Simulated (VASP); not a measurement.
Set up this calculation in VASP 6.6.1, as the native input.

| Item | Value |
| --- | --- |
| Task | relaxation of cell and atoms |
| Functional | LDA |
| Potentials or basis | VASP PAW LDA potentials, release 64 (Ge_d) |
| Cutoff | 600 eV |
| k mesh | 14 × 14 × 14 |
| Occupations | fermi-dirac, width 0.1 eV |
| Spin | no spin polarisation |
| Target pressure | 15 GPa |
| Dipole correction | no |
| Further INCAR settings | ALGO = Normal; EDIFF = 1e-06; IBRION = 2; EDIFFG = -0.002; NSW = 100; ISIF = 3 |

The structure of Ge lies in POSCAR:

```
Ge
1.0
    0.0000000000      2.8113408934      2.8113408934
    2.8113408934      0.0000000000      2.8113408934
    2.8113408934      2.8113408934      0.0000000000
Ge
2
Direct
    0.5000000000      0.5000000000      0.5000000000
    0.7500000000      0.7500000000      0.7500000000
```

The input as run:

INCAR

```
PREC = Accurate
ENCUT = 600
EDIFF = 1E-6
ISMEAR = -1
SIGMA = 0.1
LREAL = F
LASPH = T
NELM = 80
ALGO = Normal
ISIF = 3
LWAVE = F
LCHARG = F
GGA = CA
IBRION = 2
NSW = 100
EDIFFG = -0.002
PSTRESS = 150.0
```

KPOINTS

```
regular mesh
0
Gamma
  14 14 14
```

Potentials or basis: VASP PAW LDA potentials, release 64 (Ge_d).

Command:

```bash
$ cat potpaw_LDA.64/Ge_d/POTCAR > POTCAR
$ mpirun -np 1 vasp_std > vasp.out
```

Results of the run:

The relaxed volume is 19.22 Å³/atom, the relaxed cell is a = 3.788 Å, b = 3.788 Å, c = 3.788 Å, α = 60.00°, β = 60.00°, γ = 60.00° and the space group after relaxing (to 0.1 Å) is Fd-3m (No. 227). The energy change on relaxing (the run minimises the enthalpy) is +123.8 meV/atom and the ionic steps are 7. The pressure after relaxing is 15.0 GPa and the band gap on the k mesh is 0.23 eV (least direct gap 1.44 eV).

Caveat: the cell is relaxed towards a set pressure, so the run minimises the enthalpy, not the energy.

It took 3.3 min on 1 thread of Intel(R) Xeon(R) Platinum 8488C (Sapphire Rapids) (shared host), peak memory 0.22 GiB.
